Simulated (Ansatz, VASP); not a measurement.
# Al: VASP beside Ansatz

```
Al
1.0
     2.78312   -2.07112    0.00000
     2.78312    2.07112    0.00000
    -2.07227    0.00000    5.95405
Al
4
Cartesian
  0.1447 0.6882 5.0820
  2.3132 0.6882 3.8491
  3.3493 -0.6882 0.8721
  1.1808 -0.6882 2.1050
```

Alike in both runs: task relaxation of cell and atoms; functional PBE; k mesh 6 × 6 × 4; occupations gaussian, width 0.1 eV; no spin polarisation.

|  | VASP | Ansatz |
| --- | --- | --- |
| version | VASP 6.6.1 | Ansatz 0.2.0 |
| potentials or method | VASP PAW PBE potentials, release 64 (Al), cutoff 600 eV | scalar-relativistic, plane waves, PAW |
| valence electrons in the cell | 12 | 12 |

```tsv
	VASP	Ansatz	Ansatz less VASP
gap on the k mesh at the Fermi level, each at its own relaxed structure (eV)	none	none	-
relaxed volume (Å³/atom)	16.90	16.89	-0.014
relaxed length of the cell vector where the two differ most in proportion (Å)	3.435	3.410	-0.0250
```

A gap of «none» marks a metal or a gap that the smearing closes.
